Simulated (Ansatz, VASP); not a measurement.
**SiGe5: VASP beside Ansatz**

```
CELL_PARAMETERS angstrom
6.54341 0.00000 0.00000
0.00000 6.54341 0.00000
0.00000 0.00000 3.44447
ATOMIC_POSITIONS crystal
Si 0.00000 0.00000 0.00000
Ge 0.79257 0.79257 0.50000
Ge 0.20743 0.20743 0.50000
Ge 0.20743 0.79257 0.50000
Ge 0.79257 0.20743 0.50000
Ge 0.50000 0.50000 0.50000
```

Alike in both runs: functional PBE; k mesh 6 × 6 × 10; occupations gaussian, width 0.1 eV; no spin polarisation.

Ansatz relaxed the structure, and its values are those at the end. VASP's run is a single point on that final structure, the one shown.

|  | VASP | Ansatz |
| --- | --- | --- |
| version | VASP 6.6.1 | Ansatz 0.2.0 |
| potentials or method | VASP PAW PBE potentials, release 64 (Si, Ge_d), cutoff 520 eV | scalar-relativistic, plane waves, PAW |
| valence electrons in the cell | 74 | 74 |

|  | VASP | Ansatz | Ansatz less VASP |
| --- | --- | --- | --- |
| gap on the k mesh at the Fermi level (eV) | none | none | - |
| pressure (GPa) | 0.0 | 0.0 | +0.01 |

A gap of «none» marks a metal or a gap that the smearing closes. With one functional, cell and mesh, what is left measures potentials, basis and numerics.
